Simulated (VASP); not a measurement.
# B (P6_3/mmc) in VASP: further runs

The runs below take B through single point, relaxation of cell and atoms, with r2SCAN.

Everything below comes from runs of VASP 6.6.1. Logs are shortened: lines on timing, memory, paths and dates and some standing lists are left out, and cuts for length are marked.

**1. The cell of the first run**

It takes space group P6_3/mmc (No. 194, hexagonal). Conventional cell: a = 2.329 Å, b = 2.329 Å, c = 5.460 Å, α = 90.00°, β = 90.00°, γ = 120.00°. B (site symmetry -3m) has 12 B at 1.92 to 2.33 Å within 2.5 Å. Within 2.5 Å of B (site symmetry -6m2) lie 12 B at 1.92 to 2.33 Å.

This isn't the form of B at room conditions, which is rhombohedral.

**2. Single point, r2SCAN**

The input, POSCAR:

```
B
1.0
    2.3291001052      0.0000000000      0.0000000000
   -1.1645500526      2.0170598591      0.0000000000
    0.0000000000      0.0000000000      5.4604404046
B
4
Direct
    0.0000000000      0.0000000000      0.0000000000
    0.0000000000      0.0000000000      0.5000000000
    0.3333333333      0.6666666667      0.7500000000
    0.6666666667      0.3333333333      0.2500000000
```

The input, INCAR.step1:

```
ALGO = Normal ; EDIFF = 1E-4
ENCUT = 520 ; GGA = PE
ISMEAR = 0 ; LASPH = True
LCHARG = False ; LREAL = False
LWAVE = True ; NBANDS = 14
NELM = 80 ; PREC = Accurate
SIGMA = 0.1
```

The input, INCAR.step2:

```
ALGO = Normal ; EDIFF = 1E-7
ENCUT = 520 ; ISIF = 2
ISMEAR = 0 ; ISTART = 1
LASPH = True ; LCHARG = False
LMIXTAU = True ; LREAL = False
LWAVE = False ; METAGGA = R2SCAN
NBANDS = 14 ; NELM = 80
PREC = Accurate ; SIGMA = 0.1
```

The input, KPOINTS:

```
k-points
0
Gamma
  24 24 8
```

Potentials or basis: VASP PAW PBE potentials, release 64 (B).

Command:

```bash
> cat potpaw_PBE.64/B/POTCAR > POTCAR
> cp INCAR.step1 INCAR
> mpirun -np 1 vasp_std > vasp.out
> cp INCAR.step2 INCAR
> mpirun -np 1 vasp_std > vasp.out
```

OUTCAR:

```text
EDIFF = 1E-7
   ENCUT = 520
   ISIF = 2
   ISMEAR = 0
   ISTART = 1
   LASPH = True
   LREAL = False
   METAGGA = R2SCAN
   NELM = 80
   PREC = Accurate

 ion  position               nearest neighbor table
   1  0.000  0.000  0.000-   3 1.92   4 1.92   4 1.92   3 1.92   4 1.92   3 1.92
   2  0.000  0.000  0.500-   3 1.92   4 1.92   4 1.92   3 1.92   4 1.92   3 1.92
   3  0.333  0.667  0.750-   1 1.92   2 1.92   1 1.92   2 1.92   1 1.92   2 1.92
   4  0.667  0.333  0.250-   1 1.92   2 1.92   1 1.92   2 1.92   1 1.92   2 1.92

  LATTYP: Found a hexagonal cell.
 ALAT       =     2.3291001052
 C/A-ratio  =     2.3444421270

  Lattice vectors:

 A1 = (   2.3291001052,   0.0000000000,   0.0000000000)
 A2 = (  -1.1645500526,   2.0170598591,   0.0000000000)
 A3 = (   0.0000000000,   0.0000000000,   5.4604404046)

Analysis of symmetry for initial positions (statically):
=====================================================================
 Subroutine PRICEL returns:
 Original cell was already a primitive cell.

 Routine SETGRP: Setting up the symmetry group for a
 hexagonal supercell.

 Subroutine GETGRP returns: Found 24 space group operations
 (whereof 12 operations were pure point group operations)
 out of a pool of 24 trial point group operations.

The static configuration has the point symmetry D_3d.
 The point group associated with its full space group is D_6h.

Analysis of symmetry for dynamics (positions and initial velocities):
=====================================================================
 Subroutine PRICEL returns:
 Original cell was already a primitive cell.

 Routine SETGRP: Setting up the symmetry group for a
 hexagonal supercell.

 Subroutine GETGRP returns: Found 24 space group operations
 (whereof 12 operations were pure point group operations)
 out of a pool of 24 trial point group operations.

The dynamic configuration has the point symmetry D_3d.
 The point group associated with its full space group is D_6h.

 Subroutine INISYM returns: Found 24 space group operations
 (whereof 12 operations are pure point group operations),
 and found     1 'primitive' translations

----------------------------------------------------------------------------------------

                                     Primitive cell

  volume of cell :      25.6528

  direct lattice vectors                    reciprocal lattice vectors
     2.329100105  0.000000000  0.000000000     0.429350373  0.247885554  0.000000000
    -1.164550053  2.017059859  0.000000000     0.000000000  0.495771107  0.000000000
     0.000000000  0.000000000  5.460440405     0.000000000  0.000000000  0.183135411

  length of vectors
     2.329100105  2.329100105  5.460440405     0.495771107  0.495771107  0.183135411

  position of ions in fractional coordinates (direct lattice)
     0.000000000  0.000000000  0.000000000
     0.000000000  0.000000000  0.500000000
     0.333333333  0.666666667  0.750000000
     0.666666667  0.333333333  0.250000000

  ion indices of the primitive-cell ions
   primitive index   ion index
                 1           1
                 2           2
                 3           3
                 4           4

----------------------------------------------------------------------------------------

 KPOINTS: k-points

Automatic generation of k-mesh.
 Grid dimensions read from file:
 generate k-points for:   24   24    8

 Generating k-lattice:

  Cartesian coordinates                     Fractional coordinates (reciprocal lattice)
     0.017889599  0.010328565  0.000000000     0.041666667  0.000000000  0.000000000
     0.000000000  0.020657129  0.000000000     0.000000000  0.041666667  0.000000000
     0.000000000  0.000000000  0.022891926     0.000000000  0.000000000  0.125000000

  Length of vectors
     0.020657129  0.020657129  0.022891926

  Shift w.r.t. Gamma in fractional coordinates (k-lattice)
     0.000000000  0.000000000  0.000000000

 Subroutine IBZKPT returns following result:
 ===========================================

 Found    305 irreducible k-points:

 Following reciprocal coordinates:
            Coordinates               Weight
  0.000000  0.000000  0.000000      1.000000
  0.041667  0.000000  0.000000      6.000000
  0.083333  0.000000  0.000000      6.000000
  0.125000 -0.000000  0.000000      6.000000
  0.166667  0.000000  0.000000      6.000000
  0.208333  0.000000  0.000000      6.000000
[... 16 lines left out ...]
  0.416667  0.041667  0.000000     12.000000
  0.458333  0.041667  0.000000     12.000000
 [... further k-points ...]
   k-points           NKPTS =    305   k-points in BZ     NKDIM =    305   number of bands    NBANDS=     14
   number of dos      NEDOS =    301   number of ions     NIONS =      4
   total plane-waves  NPLWV =  13608
   dimension x,y,z NGX =    18 NGY =   18 NGZ =   42
   dimension x,y,z NGXF=    36 NGYF=   36 NGZF=   84
   ions per type =               4
   NGX,Y,Z   is equivalent  to a cutoff of  12.85, 12.85, 12.79 a.u.
   NGXF,Y,Z  is equivalent  to a cutoff of  25.70, 25.70, 25.57 a.u.
 SYSTEM =  unknown system
   PREC   = accura    normal or accurate (medium, high low for compatibility)
   ISTART =      1    job   : 0-new  1-cont  2-samecut
   ICHARG =      0    charge: 1-file 2-atom 10-const
   ISPIN  =      1    spin polarized calculation?
   LNONCOLLINEAR =      F non collinear calculations
   LSORBIT =      F    spin-orbit coupling
   LASPH  =      T    aspherical Exc in radial PAW
   ENCUT  =  520.0 eV  38.22 Ry    6.18 a.u.   4.33  4.33 10.15*2*pi/ulx,y,z
   NELM   =     80;   NELMIN=  2; NELMDL=  0     # of ELM steps
   EDIFF  = 0.1E-06   stopping-criterion for ELM
   LREAL  =      F    real-space projection
   EDIFFG = 0.1E-05   stopping-criterion for IOM
   NSW    =      0    number of steps for IOM
   IBRION =     -1    ionic relax: 0-MD 1-quasi-New 2-CG
   NFREE  =      0    steps in history (QN), initial steepest desc. (CG)
   ISIF   =      2    stress and relaxation
   ISYM   =      2    0-nonsym 1-usesym 2-fastsym
   POTIM  = 0.5000    time-step for ionic-motion
   TEBEG  =    0.0;   TEEND  =   0.0 temperature during run
   PSTRESS=    0.0 pullay stress
   NELECT =      12.0000    total number of electrons
   NUPDOWN=      -1.0000    fix difference up-down
   EMIN   =  10.00;   EMAX   =-10.00  energy-range for DOS
   EFERMI =   0.00;   METHOD = LEGACY
   ISMEAR =     0;   SIGMA  =   0.10  broadening in eV -4-tet -1-fermi 0-gaus
   EFERMI_NEDOS =   21; number of points for ismear=-14 and -15
   IALGO  =     38    algorithm
   IMIX   =      4    mixing-type and parameters
     AMIX     =   0.40;   BMIX     =  1.00
     AMIX_MAG =   1.60;   BMIX_MAG =  1.00
  volume/ion in A,a.u.               =       6.41        43.28
  Fermi-wavevector in a.u.,A,eV,Ry     =   1.270839  2.401537 21.973825  1.615031
  Thomas-Fermi vector in A             =   2.403804
   LORBIT       =      0    0 simple, 1 ext, 2 COOP (PROOUT), +10 PAW based schemes
   METAGGA = R2SCAN    functional components
   LHFCALC =     F    Hartree Fock is set to
   AEXX    =    0.0000 exact exchange contribution
   IVDW    =     0    specifies the selected vdW correction
   LEPSILON=     F    determine dielectric tensor
   LRPA    =     F    only Hartree local field effects (RPA)
 non-spin polarized calculation
 Gauss-broadening in eV      SIGMA  =   0.10
  energy-cutoff  :      520.00
  volume of cell :       25.65
 maximum number of plane-waves:       717
 NGX is ok and might be reduce to    18
   NGX =  9   NGY =  9   NGZ = 21

 number of electron      12.0000001 magnetization

 Free energy of the ion-electron system (eV)
  ---------------------------------------------------
  ext. energy  EPLUGINS =         0.00000000
  ---------------------------------------------------
  free energy    TOTEN  =       -23.70664018 eV

  energy without entropy =      -23.70215418  energy(sigma->0) =      -23.70439718

 E-fermi :   8.9969     XC(G=0): -13.6214

 val. band max:        8.9754027131   @ k =   0.4583   0.0833   0.0000
 cond. band min:       9.0017145551   @ k =   0.2500   0.1667   0.1250
 fundamental gap:      0.0263118420
 Fermi energy:         8.9968563736

 k-point     1 :       0.0000    0.0000    0.0000
  band No.  band energies     occupation
      1      -9.8053      2.00000
      2      -5.5711      2.00000
      3      -5.5452      2.00000
      4       4.0311      2.00000
      5      12.4933      0.00000
      6      16.1147      0.00000
      7      16.1147      0.00000
      8      18.4363      0.00000
      9      18.4363      0.00000
     10      19.1235      0.00000
     11      19.1235      0.00000
     12      22.3137      0.00000
     13      22.3137      0.00000
     14      25.4508      0.00000

 k-point     2 :       0.0417    0.0000    0.0000
  band No.  band energies     occupation
      1      -9.7498      2.00000
      2      -5.5167      2.00000
      3      -5.4905      2.00000
      4       4.0894      2.00000
      5      12.4694      0.00000
      6      15.7763      0.00000
      7      15.8486      0.00000
      8      18.3159      0.00000
      9      18.4789      0.00000
     10      18.8918      0.00000
     11      19.0108      0.00000
     12      22.2806      0.00000
     13      22.4063      0.00000
     14      25.2449      0.00000
[... 343 lines left out ...]
      1      -3.6721      2.00000
      2      -0.2281      2.00000
      3       0.1431      2.00000
      4       0.4521      2.00000
      5       4.9969      2.00000
      6       5.6911      2.00000
      7      10.0445      0.00000
      8      10.9863      0.00000
      9      14.4129      0.00000
     10      14.8071      0.00000
     11      15.8593      0.00000
     12      17.4296      0.00000
     13      20.5458      0.00000
     14      21.2898      0.00000

 k-point    24 :       0.4583    0.0417    0.0000
  band No.  band energies     occupation
      1      -2.4729      2.00000
      2      -1.1888      2.00000
      3       0.6010      2.00000
      4       0.8381      2.00000
      5       4.1769      2.00000
      6       4.9109      2.00000
      7       9.9323      0.00000
      8      11.7664      0.00000
      9      13.9391      0.00000
     10      14.7157      0.00000
     11      15.2293      0.00000
     12      17.9983      0.00000
     13      19.9619      0.00000
     14      21.0797      0.00000

 [... further k-points ...]

------------------------ aborting loop because EDIFF is reached ----------------------------------------

  FORCE on cell =-STRESS in cart. coord.  units (eV):
  Direction    XX          YY          ZZ          XY          YZ          ZX
  --------------------------------------------------------------------------------------
  -------------------------------------------------------------------------------------
  Total       -0.0030206     -0.0030206     -0.0138913      0.0000000      0.0000000      0.0000000
  in kB       -0.1886563     -0.1886563     -0.8675974      0.0000000      0.0000000      0.0000000
  external PRESSURE =      -0.4149700 kB  Pullay stress =       0.0000000 kB

 VOLUME and BASIS-vectors are now :
 -----------------------------------------------------------------------------
  energy-cutoff  :      520.00
  volume of cell :       25.65
      direct lattice vectors                 reciprocal lattice vectors
     2.329100105  0.000000000  0.000000000     0.429350373  0.247885554  0.000000000
    -1.164550053  2.017059859  0.000000000     0.000000000  0.495771107  0.000000000
     0.000000000  0.000000000  5.460440405     0.000000000  0.000000000  0.183135411

 POSITION                                       TOTAL-FORCE (eV/Angst)
 -----------------------------------------------------------------------------------
      0.00000      0.00000      0.00000         0.000000      0.000000      0.000000
      0.00000      0.00000      2.73022         0.000000      0.000000      0.000000
     -0.00000      1.34471      4.09533        -0.000000      0.000000     -0.000000
      1.16455      0.67235      1.36511        -0.000000     -0.000000      0.000000
 -----------------------------------------------------------------------------------
    total drift:                               -0.000000      0.000000     -0.000000

  FREE ENERGIE OF THE ION-ELECTRON SYSTEM (eV)
  ---------------------------------------------------
  free  energy   TOTEN  =       -23.7066401750 eV

  energy  without entropy=      -23.7021541837  energy(sigma->0) =      -23.70439718
```

It took 6.5 min on 1 thread of Intel Xeon Platinum 8259CL at 2.50GHz (Skylake/Cascade Lake), shared host; peak memory 0.19 GiB.

Results:

```
Free energy            : -23.7066 eV
Pressure               : 0.0 GPa
Band gap on the k mesh : zero (bands 6 and 7 overlap by 11.14 eV)
```

Levels at points of the mesh, in eV from the Fermi level:
```tsv
k point	band 3	band 4	band 5	band 6	band 7	band 8	band 9	band 10
(0.00, 0.00, 0.00)	-14.54	-4.97	3.50	7.12	7.12	9.44	9.44	10.13
(0.50, 0.00, 0.00)	-8.35	-8.09	-4.98	-4.23	1.29	2.88	5.28	5.90
(0.00, 0.00, 0.50)	-9.45	-9.45	7.88	7.88	7.88	7.88	9.69	9.69
(0.50, 0.00, 0.50)	-9.59	-9.59	-2.44	-2.44	0.99	0.99	2.48	2.48
```

Caveat: the PAW data sets were made with another functional, which shifts forces and pressure a little.

[end of part 1 of 2]

The gap in the log of VASP goes by the Fermi energy; the results here count the filled bands.